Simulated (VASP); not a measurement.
# TaN (P6_3mc) in VASP: notebook

TaN is run at these levels: PBE; tasks: electric field gradients.

Everything below comes from runs of VASP 6.6.1. Logs are shortened: lines on timing, memory, paths and dates and some standing lists are left out, and cuts for length are marked.

## Step 1: The cell of the first run

Symmetry: P6_3mc, No. 186, hexagonal system. The conventional cell has a = 3.050 Å, b = 3.050 Å, c = 5.088 Å, α = 90.00°, β = 90.00°, γ = 120.00°. Ta (site symmetry 3m) has 4 N at 1.86 to 1.96 Å within 2.5 Å. N (site symmetry 3m) has 4 Ta at 1.86 to 1.96 Å within 2.5 Å.

## Step 2: Electric field gradients, PBE (zz strain of +3 %)

The input, INCAR:

```
SYSTEM = TaN
PREC     = Accurate       ! precision mode
ENCUT    = 520            ! plane-wave cutoff, eV
EDIFF    = 1E-8           ! SCF threshold, eV
ISMEAR   = -1             ! smearing method
SIGMA    = 0.01           ! smearing width, eV
LREAL    = .False.        ! projectors in reciprocal space
LASPH    = .True.         ! aspherical terms in the spheres
NELM     = 120            ! most SCF steps
ALGO     = Normal         ! electronic algorithm
ISIF     = 2              ! what is computed and relaxed
LWAVE    = .False.        ! write WAVECAR
LCHARG   = .False.        ! write CHGCAR
GGA      = PE             ! functional
LEFG     = .True.       
NBANDS   = 24             ! bands
GGA_COMPAT= .False.
```

The input, KPOINTS:

```
Automatic mesh
0
Gamma
  9 9 5
  0 0 0
```

The input, POSCAR:

```
TaN
1.0
    3.0500010905      0.0000000000      0.0000000000
   -1.5250005453      2.6413784260      0.0000000000
    0.0000000000      0.0000000000      5.0882000000
Ta N
2 2
Direct
    0.3333333333      0.6666666667      0.0000000000
    0.6666666667      0.3333333333      0.5000000000
    0.3333333333      0.6666666667      0.3850000000
    0.6666666667      0.3333333333      0.8850000000
```

Potentials or basis: VASP PAW PBE potentials, release 64 (Ta_pv, N).

The run is started by

```
$ cat potpaw_PBE.64/Ta_pv/POTCAR potpaw_PBE.64/N/POTCAR > POTCAR
$ mpirun -np 1 vasp_std > vasp.out
```

OUTCAR:

```text
SYSTEM = TaN
   PREC = Accurate
   ENCUT = 520
   EDIFF = 1E-8
   ISMEAR = -1
   LREAL = .False.
   LASPH = .True.
   NELM = 120
   ISIF = 2
   GGA = PE

 ion  position               nearest neighbor table
   1  0.333  0.667  0.000-   4 1.86   4 1.86   4 1.86   3 1.96   2 3.09   2 3.09   2 3.09   2 3.09
                             2 3.09   2 3.09
   2  0.667  0.333  0.500-   3 1.86   3 1.86   3 1.86   4 1.96   1 3.09   1 3.09   1 3.09   1 3.09
                             1 3.09   1 3.09
   3  0.333  0.667  0.385-   2 1.86   2 1.86   2 1.86   1 1.96
   4  0.667  0.333  0.885-   1 1.86   1 1.86   1 1.86   2 1.96

  LATTYP: Found a hexagonal cell.
 ALAT       =     3.0500010905
 C/A-ratio  =     1.6682616986

  Lattice vectors:

 A1 = (   3.0500010905,   0.0000000000,   0.0000000000)
 A2 = (  -1.5250005453,   2.6413784260,   0.0000000000)
 A3 = (   0.0000000000,   0.0000000000,   5.0882000000)

Analysis of symmetry for initial positions (statically):
=====================================================================
 Subroutine PRICEL returns:
 Original cell was already a primitive cell.

 Routine SETGRP: Setting up the symmetry group for a
 hexagonal supercell.

 Subroutine GETGRP returns: Found 12 space group operations
 (whereof  6 operations were pure point group operations)
 out of a pool of 24 trial point group operations.

The static configuration has the point symmetry C_3v.
 The point group associated with its full space group is C_6v.

Analysis of symmetry for dynamics (positions and initial velocities):
=====================================================================
 Subroutine PRICEL returns:
 Original cell was already a primitive cell.

 Routine SETGRP: Setting up the symmetry group for a
 hexagonal supercell.

 Subroutine GETGRP returns: Found 12 space group operations
 (whereof  6 operations were pure point group operations)
 out of a pool of 24 trial point group operations.

The dynamic configuration has the point symmetry C_3v.
 The point group associated with its full space group is C_6v.

 Subroutine INISYM returns: Found 12 space group operations
 (whereof  6 operations are pure point group operations),
 and found     1 'primitive' translations

----------------------------------------------------------------------------------------

                                     Primitive cell

  volume of cell :      40.9916

  direct lattice vectors                    reciprocal lattice vectors
     3.050001090  0.000000000  0.000000000     0.327868735  0.189295103  0.000000000
    -1.525000545  2.641378426  0.000000000     0.000000000  0.378590205  0.000000000
     0.000000000  0.000000000  5.088200000     0.000000000  0.000000000  0.196533155

  length of vectors
     3.050001090  3.050001091  5.088200000     0.378590205  0.378590205  0.196533155

  position of ions in fractional coordinates (direct lattice)
     0.333333333  0.666666667  0.000000000
     0.666666667  0.333333333  0.500000000
     0.333333333  0.666666667  0.385000000
     0.666666667  0.333333333  0.885000000

  ion indices of the primitive-cell ions
   primitive index   ion index
                 1           1
                 2           2
                 3           3
                 4           4

----------------------------------------------------------------------------------------

 KPOINTS: Automatic mesh

Automatic generation of k-mesh.
 Grid dimensions read from file:
 generate k-points for:    9    9    5

 Generating k-lattice:

  Cartesian coordinates                     Fractional coordinates (reciprocal lattice)
     0.036429859  0.021032789  0.000000000     0.111111111  0.000000000  0.000000000
[... 44 lines left out ...]
   dimension x,y,z NGX =    24 NGY =   24 NGZ =   40
   dimension x,y,z NGXF=    48 NGYF=   48 NGZF=   80
   ions per type =               2   2
   NGX,Y,Z   is equivalent  to a cutoff of  13.08, 13.08, 13.07 a.u.
   NGXF,Y,Z  is equivalent  to a cutoff of  26.16, 26.16, 26.14 a.u.
 SYSTEM =  TaN
   PREC   = accura    normal or accurate (medium, high low for compatibility)
   ISTART =      0    job   : 0-new  1-cont  2-samecut
   ICHARG =      2    charge: 1-file 2-atom 10-const
   ISPIN  =      1    spin polarized calculation?
   LNONCOLLINEAR =      F non collinear calculations
   LSORBIT =      F    spin-orbit coupling
   LASPH  =      T    aspherical Exc in radial PAW
   ENCUT  =  520.0 eV  38.22 Ry    6.18 a.u.   5.67  5.67  9.46*2*pi/ulx,y,z
   NELM   =    120;   NELMIN=  2; NELMDL= -5     # of ELM steps
   EDIFF  = 0.1E-07   stopping-criterion for ELM
   LREAL  =      F    real-space projection
   EDIFFG = 0.1E-06   stopping-criterion for IOM
   NSW    =      0    number of steps for IOM
   IBRION =     -1    ionic relax: 0-MD 1-quasi-New 2-CG
   NFREE  =      0    steps in history (QN), initial steepest desc. (CG)
   ISIF   =      2    stress and relaxation
   ISYM   =      2    0-nonsym 1-usesym 2-fastsym
   POTIM  = 0.5000    time-step for ionic-motion
   TEBEG  =    0.0;   TEEND  =   0.0 temperature during run
   PSTRESS=    0.0 pullay stress
   NELECT =      32.0000    total number of electrons
   NUPDOWN=      -1.0000    fix difference up-down
   EMIN   =  10.00;   EMAX   =-10.00  energy-range for DOS
   EFERMI =   0.00;   METHOD = LEGACY
   ISMEAR =    -1;   SIGMA  =   0.01  broadening in eV -4-tet -1-fermi 0-gaus
   EFERMI_NEDOS =   21; number of points for ismear=-14 and -15
   IALGO  =     38    algorithm
   IMIX   =      4    mixing-type and parameters
     AMIX     =   0.40;   BMIX     =  1.00
     AMIX_MAG =   1.60;   BMIX_MAG =  1.00
  volume/ion in A,a.u.               =      10.25        69.16
  Fermi-wavevector in a.u.,A,eV,Ry     =   1.507393  2.848560 30.915625  2.272234
  Thomas-Fermi vector in A             =   2.617985
   LORBIT       =      0    0 simple, 1 ext, 2 COOP (PROOUT), +10 PAW based schemes
   GGA     = PE    functional components
   LHFCALC =     F    Hartree Fock is set to
   AEXX    =    0.0000 exact exchange contribution
   IVDW    =     0    specifies the selected vdW correction
   LEPSILON=     F    determine dielectric tensor
   LRPA    =     F    only Hartree local field effects (RPA)
 non-spin polarized calculation
  energy-cutoff  :      520.00
  volume of cell :       40.99
 maximum number of plane-waves:      1117
 NGX is ok and might be reduce to    24
   NGX = 11   NGY = 11   NGZ = 19

 number of electron      32.0000003 magnetization

 Free energy of the ion-electron system (eV)
  ---------------------------------------------------
  ext. energy  EPLUGINS =         0.00000000
  ---------------------------------------------------
  free energy    TOTEN  =       -38.47908512 eV

  energy without entropy =      -38.47827149  energy(sigma->0) =      -38.47867830

 E-fermi :   9.4617     XC(G=0): -13.3789

 val. band max:        9.4461352820   @ k =   0.3333  -0.0000   0.2000
 cond. band min:       9.4657315550   @ k =   0.3333  -0.0000   0.4000
 fundamental gap:      0.0195962731
 Fermi energy:         9.4616960715

 k-point     1 :       0.0000    0.0000    0.0000
  band No.  band energies     occupation
      1     -26.5180      2.00000
      2     -25.5824      2.00000
      3     -25.5824      2.00000
      4     -25.4351      2.00000
      5     -25.4351      2.00000
      6     -25.3772      2.00000
[... 637 lines left out ...]
     23      16.9974      0.00000
     24      16.9974      0.00000

 [... further k-points ...]

------------------------ aborting loop because EDIFF is reached ----------------------------------------

  FORCE on cell =-STRESS in cart. coord.  units (eV):
  Direction    XX          YY          ZZ          XY          YZ          ZX
  --------------------------------------------------------------------------------------
  -------------------------------------------------------------------------------------
  Total       34.1766049     34.1766049     24.9368872     -0.0000000     -0.0000000     -0.0000000
  in kB     1335.8100453   1335.8100453    974.6709645     -0.0000000     -0.0000000     -0.0000000
  external PRESSURE =    1215.4303517 kB  Pullay stress =       0.0000000 kB

 VOLUME and BASIS-vectors are now :
 -----------------------------------------------------------------------------
  energy-cutoff  :      520.00
  volume of cell :       40.99
      direct lattice vectors                 reciprocal lattice vectors
     3.050001090  0.000000000  0.000000000     0.327868735  0.189295103  0.000000000
    -1.525000545  2.641378426  0.000000000     0.000000000  0.378590205  0.000000000
     0.000000000  0.000000000  5.088200000     0.000000000  0.000000000  0.196533155

 POSITION                                       TOTAL-FORCE (eV/Angst)
 -----------------------------------------------------------------------------------
     -0.00000      1.76092      0.00000        -0.000000      0.000000      3.669862
      1.52500      0.88046      2.54410         0.000000     -0.000000      3.669862
     -0.00000      1.76092      1.95896         0.000000      0.000000     -3.669862
      1.52500      0.88046      4.50306        -0.000000     -0.000000     -3.669862
 -----------------------------------------------------------------------------------
    total drift:                                0.000000      0.000000     -0.000304

  FREE ENERGIE OF THE ION-ELECTRON SYSTEM (eV)
  ---------------------------------------------------
  free  energy   TOTEN  =       -38.4790851160 eV

  energy  without entropy=      -38.4782714863  energy(sigma->0) =      -38.47867830

 Electric field gradients (V/A^2)
---------------------------------------------------------------------
 ion       V_xx      V_yy      V_zz      V_xy      V_xz      V_yz
---------------------------------------------------------------------
   1     -77.889   -77.890   155.779    -0.000     0.000    -0.000
   2     -77.889   -77.890   155.779    -0.000    -0.000     0.000
   3      -5.360    -5.359    10.719     0.001     0.000    -0.000
   4      -5.360    -5.359    10.719     0.001    -0.000     0.000
---------------------------------------------------------------------

 Electric field gradients after diagonalization (V/A^2)
 (convention: |V_zz| > |V_xx| > |V_yy|)
----------------------------------------------------------------------
 ion       V_xx      V_yy      V_zz     asymmetry (V_yy - V_xx)/ V_zz
----------------------------------------------------------------------
   1     -77.890   -77.889   155.779       0.000
   2     -77.890   -77.889   155.779       0.000
   3      -5.360    -5.359    10.719       0.000
   4      -5.360    -5.359    10.719       0.000
----------------------------------------------------------------------

           NMR quadrupolar parameters

 Cq : quadrupolar parameter    Cq=e*Q*V_zz/h
 eta: asymmetry parameters     (V_yy - V_xx)/ V_zz
 Q  : nuclear electric quadrupole moment in mb (millibarn)
----------------------------------------------------------------------
 ion       Cq(MHz)       eta       Q (mb)
----------------------------------------------------------------------
   1       0.377       0.000       1.000
   2       0.377       0.000       1.000
   3       0.026       0.000       1.000
   4       0.026       0.000       1.000
----------------------------------------------------------------------
```

Run time: 52 s. Hardware: 1 thread of Intel Xeon 8259CL, shared host; peak memory 0.18 GiB.

What came out:

| Quantity | Value |
| --- | --- |
| Free energy | -38.4791 eV |
| Pressure | 121.5 GPa |
| Largest force | 3.670 eV/Å |
| Band gap on the k mesh | zero (band 16 reaches 10.08 eV, above the bottom of band 17 at 7.84 eV) |

Forces on the atoms (eV/Å):
```
Ta   0.000  0.000  3.670
Ta   0.000  0.000  3.670
N    0.000  0.000 -3.670
N    0.000  0.000 -3.670
```

Electric field gradients, principal values (V/Å²):
| atom | least | middle | greatest (by size) |
| --- | --- | --- | --- |
| 1 Ta | -77.889 | -77.890 | 155.779 |
| 2 Ta | -77.889 | -77.890 | 155.779 |
| 3 N | -5.359 | -5.360 | 10.719 |
| 4 N | -5.359 | -5.360 | 10.719 |

Caveat: the cell differs from its parent crystal (zz strain of +3 %); without QUAD_EFG the Cq values of the log hold for a quadrupole moment of 1 mb, not for the nuclei; spin-orbit coupling is left out, which moves the levels of the heavy elements; forces of over 1 eV/Å act on the atoms, so gaps and moduli don't describe the material at rest.

## Step 3: Electric field gradients, PBE (equal xx and yy strain of -1 %)

The input, INCAR:

```
ALGO = Normal ; EDIFF = 1E-8
ENCUT = 520 ; GGA = PE
ISIF = 2 ; ISMEAR = -1
LASPH = T ; LCHARG = F
LEFG = T ; LREAL = F
LWAVE = F ; NBANDS = 24
NELM = 80 ; PREC = Accurate
SIGMA = 0.01
```

The input, KPOINTS:

```
k-points
0
Gamma
  9 9 5
```

The input, POSCAR:

```
TaN
1.0
    3.0195010796      0.0000000000      0.0000000000
   -1.5097505398      2.6149646417      0.0000000000
    0.0000000000      0.0000000000      4.9400000000
Ta N
2 2
Direct
    0.3333333333      0.6666666667      0.0000000000
    0.6666666667      0.3333333333      0.5000000000
    0.3333333333      0.6666666667      0.3850000000
    0.6666666667      0.3333333333      0.8850000000
```

Potentials or basis: VASP PAW PBE potentials, release 64 (Ta_pv, N).

The run is started by

```
$ cat potpaw_PBE.64/Ta_pv/POTCAR potpaw_PBE.64/N/POTCAR > POTCAR
$ mpirun -np 1 vasp_std > vasp.out
```

OUTCAR:

```text
EDIFF = 1E-8
   ENCUT = 520
   GGA = PE
   ISIF = 2
   ISMEAR = -1
   LASPH = T
   LREAL = F
   NELM = 80
   PREC = Accurate

 ion  position               nearest neighbor table
   1  0.333  0.667  0.000-   4 1.83   4 1.83   4 1.83   3 1.90   2 3.02   2 3.02   2 3.02   2 3.02
                             2 3.02   2 3.02
   2  0.667  0.333  0.500-   3 1.83   3 1.83   3 1.83   4 1.90   1 3.02   1 3.02   1 3.02   1 3.02
                             1 3.02   1 3.02
   3  0.333  0.667  0.385-   2 1.83   2 1.83   2 1.83   1 1.90
   4  0.667  0.333  0.885-   1 1.83   1 1.83   1 1.83   2 1.90

  LATTYP: Found a hexagonal cell.
 ALAT       =     3.0195010796
 C/A-ratio  =     1.6360318708

  Lattice vectors:

 A1 = (   3.0195010796,   0.0000000000,   0.0000000000)
 A2 = (  -1.5097505398,   2.6149646417,   0.0000000000)
 A3 = (   0.0000000000,   0.0000000000,   4.9400000000)

Analysis of symmetry for initial positions (statically):
=====================================================================
 Subroutine PRICEL returns:
 Original cell was already a primitive cell.

 Routine SETGRP: Setting up the symmetry group for a
 hexagonal supercell.

 Subroutine GETGRP returns: Found 12 space group operations
 (whereof  6 operations were pure point group operations)
 out of a pool of 24 trial point group operations.

The static configuration has the point symmetry C_3v.
 The point group associated with its full space group is C_6v.

Analysis of symmetry for dynamics (positions and initial velocities):
=====================================================================
[... 821 lines left out ...]

  FORCE on cell =-STRESS in cart. coord.  units (eV):
  Direction    XX          YY          ZZ          XY          YZ          ZX
  --------------------------------------------------------------------------------------
  -------------------------------------------------------------------------------------
  Total       40.8337655     40.8337655     32.5862991      0.0000000     -0.0000000      0.0000000
  in kB     1677.2664268   1677.2664268   1338.4978051      0.0000000     -0.0000000      0.0000000
  external PRESSURE =    1564.3435529 kB  Pullay stress =       0.0000000 kB

 VOLUME and BASIS-vectors are now :
 -----------------------------------------------------------------------------
  energy-cutoff  :      520.00
  volume of cell :       39.01
      direct lattice vectors                 reciprocal lattice vectors
     3.019501080  0.000000000  0.000000000     0.331180541  0.191207174  0.000000000
    -1.509750540  2.614964642  0.000000000     0.000000000  0.382414349  0.000000000
     0.000000000  0.000000000  4.940000000     0.000000000  0.000000000  0.202429150

 POSITION                                       TOTAL-FORCE (eV/Angst)
 -----------------------------------------------------------------------------------
     -0.00000      1.74331      0.00000         0.000000      0.000000      2.975740
      1.50975      0.87165      2.47000        -0.000000     -0.000000      2.975740
     -0.00000      1.74331      1.90190         0.000000      0.000000     -2.975740
      1.50975      0.87165      4.37190        -0.000000     -0.000000     -2.975740
 -----------------------------------------------------------------------------------
    total drift:                               -0.000000      0.000000      0.000934

  FREE ENERGIE OF THE ION-ELECTRON SYSTEM (eV)
  ---------------------------------------------------
  free  energy   TOTEN  =       -36.8761706520 eV

  energy  without entropy=      -36.8753104889  energy(sigma->0) =      -36.87574057

 Electric field gradients (V/A^2)
---------------------------------------------------------------------
 ion       V_xx      V_yy      V_zz      V_xy      V_xz      V_yz
---------------------------------------------------------------------
   1     -69.719   -69.719   139.437    -0.000    -0.000     0.000
   2     -69.719   -69.719   139.437    -0.000     0.000    -0.000
   3      -5.536    -5.535    11.071     0.001     0.000    -0.000
   4      -5.536    -5.535    11.071     0.001    -0.000     0.000
---------------------------------------------------------------------

 Electric field gradients after diagonalization (V/A^2)
 (convention: |V_zz| > |V_xx| > |V_yy|)
----------------------------------------------------------------------
 ion       V_xx      V_yy      V_zz     asymmetry (V_yy - V_xx)/ V_zz
----------------------------------------------------------------------
   1     -69.719   -69.718   139.437       0.000
   2     -69.719   -69.718   139.437       0.000
   3      -5.537    -5.534    11.071       0.000
   4      -5.537    -5.534    11.071       0.000
----------------------------------------------------------------------

           NMR quadrupolar parameters

 Cq : quadrupolar parameter    Cq=e*Q*V_zz/h
 eta: asymmetry parameters     (V_yy - V_xx)/ V_zz
 Q  : nuclear electric quadrupole moment in mb (millibarn)
----------------------------------------------------------------------
 ion       Cq(MHz)       eta       Q (mb)
----------------------------------------------------------------------
   1       0.337       0.000       1.000
   2       0.337       0.000       1.000
   3       0.027       0.000       1.000
   4       0.027       0.000       1.000
----------------------------------------------------------------------
```

Run time: 48 s. Hardware: 1 thread of Intel Xeon 8259CL, shared host; peak memory 0.18 GiB.

Results:

```
Free energy            : -36.8762 eV
Pressure               : 156.4 GPa
Largest force          : 2.976 eV/Å
Band gap on the k mesh : zero (band 16 reaches 10.61 eV, above the bottom of band 17 at 8.31 eV)
```

Forces on the atoms (eV/Å):
```
Ta   0.000  0.000  2.976
Ta   0.000  0.000  2.976
N    0.000  0.000 -2.976
N    0.000  0.000 -2.976
```

Electric field gradients, principal values (V/Å²):
```csv
atom,least,middle,greatest (by size)
1 Ta,-69.718,-69.719,139.437
2 Ta,-69.718,-69.719,139.437
3 N,-5.534,-5.537,11.071
4 N,-5.534,-5.537,11.071
```

Caveat: the cell differs from its parent crystal (equal xx and yy strain of -1 %); without QUAD_EFG the Cq values of the log hold for a quadrupole moment of 1 mb, not for the nuclei; spin-orbit coupling is left out, which moves the levels of the heavy elements; forces of over 1 eV/Å act on the atoms, so gaps and moduli don't describe the material at rest.

(Part 1 of 2 ends here.)
